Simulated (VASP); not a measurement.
Runs of VASP 6.6.1 on Bi. The structure is that of space group Fd-3m (No. 227), or close to it. The cells are those of the table. This isn't the form of Bi at room conditions, which is rhombohedral.

| task | cell | k mesh | cutoff (eV) | gap on the mesh (eV) | pressure (GPa) |
| --- | --- | --- | --- | --- | --- |
| single point | a = 5.269 Å, angles 60.0°, 2 atoms | 9 × 9 × 9 | 520 | none | (a) |
| single point | a = 5.058 Å, angles 60.0°, 2 atoms | 9 × 9 × 9 | 520 | none | 2.6 |
| single point | a = 5.401 Å, angles 60.0°, 2 atoms | 9 × 9 × 9 | 520 | none | -2.4 |
| single point | a = 5.131 Å, angles 60.0°, 2 atoms | 9 × 9 × 9 | 520 | none | 1.1 |
| single point | a = 5.201 Å, angles 60.0°, 2 atoms | 8 × 8 × 8 | 520 | none | 0.0 |
| relaxation of cell and atoms | relaxed from a = 4.954 Å, angles 60.0°, 2 atoms | 8 × 8 × 8 | 600 | none | 0.0 |
| single point | a = 5.201 Å, angles 60.0°, 2 atoms | 12 × 12 × 12 | 520 | none | -0.1 |
| single point | a = 5.201 Å, angles 60.0°, 2 atoms | 9 × 9 × 9 | 520 | none | -0.1 |
| single point | a = 5.336 Å, angles 60.0°, 2 atoms | 9 × 9 × 9 | 520 | none | -1.8 |
| single point | a = 4.984 Å, angles 60.0°, 2 atoms | 9 × 9 × 9 | 520 | none | (b) |

Alike in all rows: level revPBE; potentials or basis VASP PAW PBE potentials, release 64 (Bi_d); no spin polarisation; smearing fermi-dirac 0.1 eV.

**Question.** Fill in the values left out.

**Answer.** (a) -1.0; (b) 4.4.

Caveats: the PAW data sets were made with another functional, which shifts forces and pressure a little; spin-orbit coupling is left out, which moves the levels of the heavy elements; the cell stands under pressure (at least some runs).

A k mesh can miss the band edges, and the runs leave out spin-orbit coupling on Bi.

A gap of «none» marks levels without a gap at the run's occupations.
